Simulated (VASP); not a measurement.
BeTe: density of states with PBE

The system is BeTe.

```xyz
2
Lattice="0.0000 2.8313 2.8313 2.8313 0.0000 2.8313 2.8313 2.8313 0.0000" Properties=species:S:1:pos:R:3 pbc="T T T"
Be    4.2470    4.2470    4.2470
Te    0.0000    0.0000    0.0000
```

```
Program                 : VASP 6.6.1
Task                    : density of states
Functional              : PBE
Potentials or basis     : VASP PAW PBE potentials, release 64 (Be, Te)
Cutoff                  : 520 eV
k mesh                  : 8 × 8 × 8
Occupations             : gaussian, width 0.02 eV
Spin                    : non-collinear spin, zero start, spin-orbit coupling
Starting moments        : [[0.0, 0.0, 0.0], [0.0, 0.0, 0.0]] μB
Dipole correction       : no
k mesh for the DOS      : 12 × 12 × 12
Occupations for the DOS : tetrahedron
Further INCAR settings  : ALGO = Normal; EDIFF = 1e-06; NBANDS = 20
```

```json
{
 "Net moment": "0.00 μB per cell",
 "Valence electrons inside the program's atomic spheres": "Be 0.93; Te 3.50"
}
```

Moments on the atoms (μB; x, y, z):
```
Be  0.00 0.00 0.00
Te  0.00 0.00 0.00
```

Wall time 120 s on 1 thread of Intel(R) Xeon(R) 6975P-C (Granite Rapids), on a shared host, peak memory 0.36 GiB.
